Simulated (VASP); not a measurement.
# Cu (Fm-3m) in VASP: notebook

Runs on Cu. Level: LDA. Tasks: single point.

Program: VASP 6.6.1. These are calculated values, not measurements. Logs are shortened: lines on timing, memory, paths and dates and some standing lists are left out, and cuts for length are marked.

## (1) The cell of the first run

It takes space group Fm-3m (No. 225, cubic). Conventional cell: a = 3.518 Å, b = 3.518 Å, c = 3.518 Å, α = 90.00°, β = 90.00°, γ = 90.00°. Within 3.3 Å of Cu (site symmetry m-3m) lie 12 Cu at 2.49 Å.

## (2) Single point, LDA

INCAR

```
PREC = Accurate
ENCUT = 520
EDIFF = 1E-7
ISMEAR = -1
SIGMA = 0.1
LREAL = F
LASPH = T
NELM = 60
ALGO = Normal
ISIF = 2
LWAVE = F
LCHARG = F
GGA = CA
NBANDS = 12
```

KPOINTS

```
Automatic mesh
0
Gamma
  7 7 7
```

POSCAR

```
Cu
1.0
    0.0000000000      1.7588202533      1.7588202533
    1.7588202533      0.0000000000      1.7588202533
    1.7588202533      1.7588202533      0.0000000000
Cu
1
Direct
    0.0000000000      0.0000000000      0.0000000000
```

Potentials or basis: VASP PAW LDA potentials, release 64 (Cu).

On the command line:

```console
$ cat potpaw_LDA.64/Cu/POTCAR > POTCAR
$ mpirun -np 1 vasp_std > vasp.out
```

OUTCAR:

```text
PREC = Accurate
   ENCUT = 520
   EDIFF = 1E-7
   ISMEAR = -1
   LREAL = F
   LASPH = T
   NELM = 60
   ISIF = 2
   GGA = CA

 ion  position               nearest neighbor table
   1  0.000  0.000  0.000-

  LATTYP: Found a face centered cubic cell.
 ALAT       =     3.5176405066

  Lattice vectors:

 A1 = (   0.0000000000,   1.7588202533,   1.7588202533)
 A2 = (   1.7588202533,   0.0000000000,   1.7588202533)
 A3 = (   1.7588202533,   1.7588202533,   0.0000000000)

Analysis of symmetry for initial positions (statically):
=====================================================================
 Subroutine PRICEL returns:
 Original cell was already a primitive cell.

 Routine SETGRP: Setting up the symmetry group for a
 face centered cubic supercell.

 Subroutine GETGRP returns: Found 48 space group operations
 (whereof 48 operations were pure point group operations)
 out of a pool of 48 trial point group operations.

The static configuration has the point symmetry O_h .

Analysis of symmetry for dynamics (positions and initial velocities):
=====================================================================
 Subroutine PRICEL returns:
 Original cell was already a primitive cell.

 Routine SETGRP: Setting up the symmetry group for a
 face centered cubic supercell.

 Subroutine GETGRP returns: Found 48 space group operations
 (whereof 48 operations were pure point group operations)
 out of a pool of 48 trial point group operations.

The dynamic configuration has the point symmetry O_h .

 Subroutine INISYM returns: Found 48 space group operations
 (whereof 48 operations are pure point group operations),
 and found     1 'primitive' translations

----------------------------------------------------------------------------------------

                                     Primitive cell

  volume of cell :      10.8816

  direct lattice vectors                    reciprocal lattice vectors
     0.000000000  1.758820253  1.758820253    -0.284281466  0.284281466  0.284281466
     1.758820253  0.000000000  1.758820253     0.284281466 -0.284281466  0.284281466
     1.758820253  1.758820253  0.000000000     0.284281466  0.284281466 -0.284281466

  length of vectors
     2.487347456  2.487347456  2.487347456     0.492389943  0.492389943  0.492389943

  position of ions in fractional coordinates (direct lattice)
     0.000000000  0.000000000  0.000000000

  ion indices of the primitive-cell ions
   primitive index   ion index
                 1           1

----------------------------------------------------------------------------------------

 KPOINTS: Automatic mesh

Automatic generation of k-mesh.
 Grid dimensions read from file:
 generate k-points for:    7    7    7

 Generating k-lattice:

  Cartesian coordinates                     Fractional coordinates (reciprocal lattice)
    -0.040611638  0.040611638  0.040611638     0.142857143  0.000000000  0.000000000
     0.040611638 -0.040611638  0.040611638     0.000000000  0.142857143  0.000000000
     0.040611638  0.040611638 -0.040611638     0.000000000  0.000000000  0.142857143

  Length of vectors
     0.070341420  0.070341420  0.070341420

  Shift w.r.t. Gamma in fractional coordinates (k-lattice)
     0.000000000  0.000000000  0.000000000

 Subroutine IBZKPT returns following result:
 ===========================================

 Found     20 irreducible k-points:

 Following reciprocal coordinates:
            Coordinates               Weight
  0.000000  0.000000  0.000000      1.000000
  0.142857  0.000000  0.000000      8.000000
  0.285714  0.000000  0.000000      8.000000
  0.428571  0.000000  0.000000      8.000000
  0.142857  0.142857  0.000000      6.000000
  0.285714  0.142857  0.000000     24.000000
[... 12 lines left out ...]
 -0.428571  0.428571  0.142857     24.000000
 -0.285714  0.428571  0.142857     24.000000
   k-points           NKPTS =     20   k-points in BZ     NKDIM =     20   number of bands    NBANDS=     12
   number of dos      NEDOS =    301   number of ions     NIONS =      1
   total plane-waves  NPLWV =   5832
   dimension x,y,z NGX =    18 NGY =   18 NGZ =   18
   dimension x,y,z NGXF=    36 NGYF=   36 NGZF=   36
   ions per type =               1
   NGX,Y,Z   is equivalent  to a cutoff of  12.03, 12.03, 12.03 a.u.
   NGXF,Y,Z  is equivalent  to a cutoff of  24.06, 24.06, 24.06 a.u.
 SYSTEM =  unknown system
   PREC   = accura    normal or accurate (medium, high low for compatibility)
   ISTART =      0    job   : 0-new  1-cont  2-samecut
   ICHARG =      2    charge: 1-file 2-atom 10-const
   ISPIN  =      1    spin polarized calculation?
   LNONCOLLINEAR =      F non collinear calculations
   LSORBIT =      F    spin-orbit coupling
   LASPH  =      T    aspherical Exc in radial PAW
   ENCUT  =  520.0 eV  38.22 Ry    6.18 a.u.   4.62  4.62  4.62*2*pi/ulx,y,z
   NELM   =     60;   NELMIN=  2; NELMDL= -5     # of ELM steps
   EDIFF  = 0.1E-06   stopping-criterion for ELM
   LREAL  =      F    real-space projection
   EDIFFG = 0.1E-05   stopping-criterion for IOM
   NSW    =      0    number of steps for IOM
   IBRION =     -1    ionic relax: 0-MD 1-quasi-New 2-CG
   NFREE  =      0    steps in history (QN), initial steepest desc. (CG)
   ISIF   =      2    stress and relaxation
   ISYM   =      2    0-nonsym 1-usesym 2-fastsym
   POTIM  = 0.5000    time-step for ionic-motion
   TEBEG  =    0.0;   TEEND  =   0.0 temperature during run
   PSTRESS=    0.0 pullay stress
   NELECT =      11.0000    total number of electrons
   NUPDOWN=      -1.0000    fix difference up-down
   EMIN   =  10.00;   EMAX   =-10.00  energy-range for DOS
   EFERMI =   0.00;   METHOD = LEGACY
   ISMEAR =    -1;   SIGMA  =   0.10  broadening in eV -4-tet -1-fermi 0-gaus
   EFERMI_NEDOS =   21; number of points for ismear=-14 and -15
   IALGO  =     38    algorithm
   IMIX   =      4    mixing-type and parameters
     AMIX     =   0.40;   BMIX     =  1.00
     AMIX_MAG =   1.60;   BMIX_MAG =  1.00
  volume/ion in A,a.u.               =      10.88        73.43
  Fermi-wavevector in a.u.,A,eV,Ry     =   1.643013  3.104844 36.728804  2.699491
  Thomas-Fermi vector in A             =   2.733219
   LORBIT       =      0    0 simple, 1 ext, 2 COOP (PROOUT), +10 PAW based schemes
   GGA     = CA    functional components
   LHFCALC =     F    Hartree Fock is set to
   AEXX    =    0.0000 exact exchange contribution
   IVDW    =     0    specifies the selected vdW correction
   LEPSILON=     F    determine dielectric tensor
   LRPA    =     F    only Hartree local field effects (RPA)
 non-spin polarized calculation
  energy-cutoff  :      520.00
  volume of cell :       10.88
 maximum number of plane-waves:       304
   NGX =  9   NGY =  9   NGZ =  9

 number of electron      10.9999994 magnetization

 Free energy of the ion-electron system (eV)
  ---------------------------------------------------
  ext. energy  EPLUGINS =         0.00000000
  ---------------------------------------------------
  free energy    TOTEN  =        -4.75178764 eV

  energy without entropy =       -4.74893443  energy(sigma->0) =       -4.75036104

 E-fermi :   8.5179     XC(G=0): -13.5856

 val. band max:        7.8457107193   @ k =   0.4286   0.2857   0.0000
 cond. band min:       8.5557858673   @ k =   0.4286   0.4286   0.0000
 fundamental gap:      0.7100751480
 Fermi energy:         8.5178701580

 k-point     1 :       0.0000    0.0000    0.0000
  band No.  band energies     occupation
      1      -1.5775      2.00000
      2       5.0922      2.00000
      3       5.0922      2.00000
      4       5.0922      2.00000
      5       6.0429      2.00000
      6       6.0429      2.00000
      7      31.7383      0.00000
      8      34.8624      0.00000
      9      34.8624      0.00000
     10      34.8624      0.00000
     11      37.4864      0.00000
     12      37.4864      0.00000

 k-point     2 :       0.1429    0.0000    0.0000
  band No.  band energies     occupation
      1      -0.8023      2.00000
      2       4.9339      2.00000
      3       5.2222      2.00000
      4       5.2222      2.00000
      5       6.0066      2.00000
      6       6.0066      2.00000
      7      27.1760      0.00000
      8      32.4426      0.00000
      9      33.4466      0.00000
     10      33.4466      0.00000
     11      39.3324      0.00000
     12      39.6425      0.00000

 k-point     3 :       0.2857    0.0000    0.0000
  band No.  band energies     occupation
      1       1.2261      2.00000
      2       4.8470      2.00000
      3       5.2424      2.00000
      4       5.2424      2.00000
      5       6.2319      2.00000
      6       6.2319      2.00000
      7      19.7881      0.00000
      8      31.4082      0.00000
      9      32.1815      0.00000
     10      32.1815      0.00000
     11      37.3855      0.00000
     12      37.3855      0.00000
[... 226 lines left out ...]
 k-point    19 :      -0.4286    0.4286    0.1429
  band No.  band energies     occupation
      1       3.4856      2.00000
      2       3.8849      2.00000
      3       5.3858      2.00000
      4       6.3257      2.00000
      5       6.7316      2.00000
      6      10.5230      0.00000
      7      18.5122      0.00000
      8      18.6554      0.00000
      9      19.8318      0.00000
     10      32.0756      0.00000
     11      34.9397      0.00000
     12      43.7319      0.00000

 k-point    20 :      -0.2857    0.4286    0.1429
  band No.  band energies     occupation
      1       3.8789      2.00000
      2       4.1907      2.00000
      3       4.8131      2.00000
      4       6.0155      2.00000
      5       6.7285      2.00000
      6      13.7759      0.00000
      7      14.2723      0.00000
      8      17.2986      0.00000
      9      20.7524      0.00000
     10      33.8538      0.00000
     11      40.3199      0.00000
     12      40.9052      0.00000

------------------------ aborting loop because EDIFF is reached ----------------------------------------

  FORCE on cell =-STRESS in cart. coord.  units (eV):
  Direction    XX          YY          ZZ          XY          YZ          ZX
  --------------------------------------------------------------------------------------
  -------------------------------------------------------------------------------------
  Total        0.0518692      0.0518692      0.0518692      0.0000000      0.0000000     -0.0000000
  in kB        7.6370510      7.6370510      7.6370510      0.0000000      0.0000000     -0.0000000
  external PRESSURE =       7.6370510 kB  Pullay stress =       0.0000000 kB

 VOLUME and BASIS-vectors are now :
 -----------------------------------------------------------------------------
  energy-cutoff  :      520.00
  volume of cell :       10.88
      direct lattice vectors                 reciprocal lattice vectors
     0.000000000  1.758820253  1.758820253    -0.284281466  0.284281466  0.284281466
     1.758820253  0.000000000  1.758820253     0.284281466 -0.284281466  0.284281466
     1.758820253  1.758820253  0.000000000     0.284281466  0.284281466 -0.284281466

 POSITION                                       TOTAL-FORCE (eV/Angst)
 -----------------------------------------------------------------------------------
      0.00000      0.00000      0.00000        -0.000000     -0.000000     -0.000000
 -----------------------------------------------------------------------------------
    total drift:                                0.000000     -0.000000      0.000000

  FREE ENERGIE OF THE ION-ELECTRON SYSTEM (eV)
  ---------------------------------------------------
  free  energy   TOTEN  =        -4.7517876422 eV

  energy  without entropy=       -4.7489344347  energy(sigma->0) =       -4.75036104
```

Wall time 2.9 s (1 thread of AMD EPYC 7R13 (Zen 3), shared host); peak memory 0.08 GiB.

Results:

| Quantity | Value |
| --- | --- |
| Free energy | -4.7518 eV |
| Pressure | 0.8 GPa |

Caveat: the k points lie up to 0.44 Å⁻¹ apart.

## (3) Single point, LDA

INCAR

```
SYSTEM = Cu
  ALGO = Normal
  EDIFF = 1E-6
  ENCUT = 520
  ISIF = 2
  ISMEAR = -1
  LASPH = .TRUE.
  LCHARG = .FALSE.
  LREAL = .FALSE.
  LWAVE = .FALSE.
  NBANDS = 12
  NELM = 60
  PREC = Accurate
  SIGMA = 0.1
```

KPOINTS

```
k-points
0
G
  9 9 9
  0 0 0
```

POSCAR is that of step 2.

Potentials or basis: VASP PAW LDA potentials, release 64 (Cu).

On the command line:

```console
$ cat potpaw_LDA.64/Cu/POTCAR > POTCAR
$ mpirun -np 1 vasp_std > vasp.out
```

Wall time 4 s (1 thread of AMD EPYC 7R13 (Zen 3), shared host); peak memory 0.08 GiB.

It converged, with:

- Free energy: -4.7242 eV
- Pressure: 0.9 GPa

Levels at points of the mesh, in eV from the Fermi level:
```tsv
k point	band 3	band 4	band 5	band 6	band 7	band 8	band 9	band 10
(0.00, 0.00, 0.00)	-3.37	-3.37	-2.42	-2.42	23.29	26.42	26.42	26.42
```

## (4) Single point, LDA

INCAR

```
PREC = Accurate
ENCUT = 520
EDIFF = 1E-6
ISMEAR = -1
SIGMA = 0.1
LREAL = False
LASPH = True
NELM = 100
ALGO = Normal
ISIF = 2
LWAVE = False
LCHARG = False
GGA = CA
NBANDS = 12
```

KPOINTS

```
Automatic mesh
0
Gamma
  12 12 12
```

POSCAR is that of step 3.

Potentials or basis: VASP PAW LDA potentials, release 64 (Cu).

On the command line:

```console
$ cat potpaw_LDA.64/Cu/POTCAR > POTCAR
$ mpirun -np 1 vasp_std > vasp.out
```

OUTCAR:

```text
PREC = Accurate
   ENCUT = 520
   EDIFF = 1E-6
   ISMEAR = -1
   LREAL = False
   LASPH = True
   NELM = 100
   ISIF = 2
   GGA = CA

 ion  position               nearest neighbor table
   1  0.000  0.000  0.000-

  LATTYP: Found a face centered cubic cell.
 ALAT       =     3.5176405066

  Lattice vectors:

 A1 = (   0.0000000000,   1.7588202533,   1.7588202533)
 A2 = (   1.7588202533,   0.0000000000,   1.7588202533)
 A3 = (   1.7588202533,   1.7588202533,   0.0000000000)

Analysis of symmetry for initial positions (statically):
=====================================================================
 Subroutine PRICEL returns:
 Original cell was already a primitive cell.

 Routine SETGRP: Setting up the symmetry group for a
 face centered cubic supercell.

 Subroutine GETGRP returns: Found 48 space group operations
 (whereof 48 operations were pure point group operations)
 out of a pool of 48 trial point group operations.

The static configuration has the point symmetry O_h .

Analysis of symmetry for dynamics (positions and initial velocities):
=====================================================================
 Subroutine PRICEL returns:
 Original cell was already a primitive cell.

 Routine SETGRP: Setting up the symmetry group for a
 face centered cubic supercell.

 Subroutine GETGRP returns: Found 48 space group operations
 (whereof 48 operations were pure point group operations)
 out of a pool of 48 trial point group operations.

The dynamic configuration has the point symmetry O_h .

 Subroutine INISYM returns: Found 48 space group operations
 (whereof 48 operations are pure point group operations),
 and found     1 'primitive' translations

----------------------------------------------------------------------------------------

                                     Primitive cell
[... 106 lines left out ...]
   IALGO  =     38    algorithm
   IMIX   =      4    mixing-type and parameters
     AMIX     =   0.40;   BMIX     =  1.00
     AMIX_MAG =   1.60;   BMIX_MAG =  1.00
  volume/ion in A,a.u.               =      10.88        73.43
  Fermi-wavevector in a.u.,A,eV,Ry     =   1.643013  3.104844 36.728804  2.699491
  Thomas-Fermi vector in A             =   2.733219
   LORBIT       =      0    0 simple, 1 ext, 2 COOP (PROOUT), +10 PAW based schemes
   GGA     = CA    functional components
   LHFCALC =     F    Hartree Fock is set to
   AEXX    =    0.0000 exact exchange contribution
   IVDW    =     0    specifies the selected vdW correction
   LEPSILON=     F    determine dielectric tensor
   LRPA    =     F    only Hartree local field effects (RPA)
 non-spin polarized calculation
  energy-cutoff  :      520.00
  volume of cell :       10.88
 maximum number of plane-waves:       304
   NGX =  9   NGY =  9   NGZ =  9

 number of electron      10.9999994 magnetization

 Free energy of the ion-electron system (eV)
  ---------------------------------------------------
  ext. energy  EPLUGINS =         0.00000000
  ---------------------------------------------------
  free energy    TOTEN  =        -4.70929581 eV

  energy without entropy =       -4.69826000  energy(sigma->0) =       -4.70377790

 E-fermi :   8.3646     XC(G=0): -13.5889

 val. band max:        8.3587629895   @ k =   0.5000   0.3333   0.1667
 cond. band min:       8.4943880648   @ k =   0.5000   0.2500   0.0833
 fundamental gap:      0.1356250752
 Fermi energy:         8.3645716946

 k-point     1 :       0.0000    0.0000    0.0000
  band No.  band energies     occupation
      1      -1.5788      2.00000
      2       5.0677      2.00000
      3       5.0677      2.00000
      4       5.0677      2.00000
      5       6.0184      2.00000
      6       6.0184      2.00000
      7      31.7367      0.00000
      8      34.8622      0.00000
      9      34.8622      0.00000
     10      34.8622      0.00000
     11      37.4797      0.00000
     12      37.4797      0.00000
[... 331 lines left out ...]
 k-point    24 :      -0.4167    0.1667    0.0000
  band No.  band energies     occupation
      1       3.3306      2.00000
      2       4.6681      2.00000
      3       5.2520      2.00000
      4       5.3634      2.00000
      5       6.5494      2.00000
      6       9.4345      0.00005
      7      13.1147      0.00000
      8      23.9291      0.00000
      9      28.5542      0.00000
     10      30.1383      0.00000
     11      39.0013      0.00000
     12      39.7985      0.00000

 [... further k-points ...]
[... 5 lines left out ...]
  --------------------------------------------------------------------------------------
  -------------------------------------------------------------------------------------
  Total        0.0661918      0.0661918      0.0661918     -0.0000000     -0.0000000      0.0000000
  in kB        9.7458661      9.7458661      9.7458661     -0.0000000     -0.0000000      0.0000000
  external PRESSURE =       9.7458661 kB  Pullay stress =       0.0000000 kB

 VOLUME and BASIS-vectors are now :
 -----------------------------------------------------------------------------
  energy-cutoff  :      520.00
  volume of cell :       10.88
      direct lattice vectors                 reciprocal lattice vectors
     0.000000000  1.758820253  1.758820253    -0.284281466  0.284281466  0.284281466
     1.758820253  0.000000000  1.758820253     0.284281466 -0.284281466  0.284281466
     1.758820253  1.758820253  0.000000000     0.284281466  0.284281466 -0.284281466

 POSITION                                       TOTAL-FORCE (eV/Angst)
 -----------------------------------------------------------------------------------
      0.00000      0.00000      0.00000        -0.000000     -0.000000     -0.000000
 -----------------------------------------------------------------------------------
    total drift:                                0.000000     -0.000000      0.000000

  FREE ENERGIE OF THE ION-ELECTRON SYSTEM (eV)
  ---------------------------------------------------
  free  energy   TOTEN  =        -4.7092958096 eV

  energy  without entropy=       -4.6982599966  energy(sigma->0) =       -4.70377790
```

OSZICAR:

```text
N       E                     dE             d eps       ncg     rms          rms(c)
DAV:   1     0.415308903933E+02    0.41531E+02   -0.54010E+03  1968   0.162E+03
DAV:   2    -0.431878833522E+01   -0.45850E+02   -0.42589E+02  1772   0.208E+02
DAV:   3    -0.571944283149E+01   -0.14007E+01   -0.13926E+01  2056   0.417E+01
DAV:   4    -0.572836496269E+01   -0.89221E-02   -0.89212E-02  1964   0.291E+00
DAV:   5    -0.572844416461E+01   -0.79202E-04   -0.79201E-04  2080   0.280E-01    0.806E+00
DAV:   6    -0.508181437324E+01    0.64663E+00   -0.14835E+01  2064   0.763E+01    0.372E+00
DAV:   7    -0.472757186799E+01    0.35424E+00   -0.22179E+00  2056   0.295E+01    0.658E-01
DAV:   8    -0.471065080383E+01    0.16921E-01   -0.66420E-03  2184   0.944E-01    0.264E-01
DAV:   9    -0.470928212964E+01    0.13687E-02   -0.61163E-03  2196   0.136E+00    0.136E-02
DAV:  10    -0.470929381957E+01   -0.11690E-04   -0.21263E-05  1924   0.615E-02    0.537E-03
DAV:  11    -0.470929580587E+01   -0.19863E-05   -0.60964E-07  1476   0.145E-02    0.408E-04
DAV:  12    -0.470929580960E+01   -0.37219E-08   -0.65299E-08  1072   0.274E-03
   1 F= -.47092958E+01 E0= -.47037779E+01  d E =-.110358E-01
```

Run time: 7.2 s. Hardware: 1 thread of AMD EPYC 7R13 (Zen 3), shared host; peak memory 0.08 GiB.

What came out:

- Free energy: -4.7093 eV
- Pressure: 1.0 GPa

Levels at points of the mesh, in eV from the Fermi level:
```
           k point  band 4  band 5  band 6  band 7  band 8  band 9
(0.00, 0.00, 0.00)   -3.30   -2.35   -2.35   23.37   26.50   26.50
(0.50, 0.00, 0.00)   -1.70   -1.70   -1.18    4.20   21.85   23.26
(0.50, 0.50, 0.00)   -1.54   -1.54    1.47    7.75   13.70   13.70
```

[end of part 1 of 2]
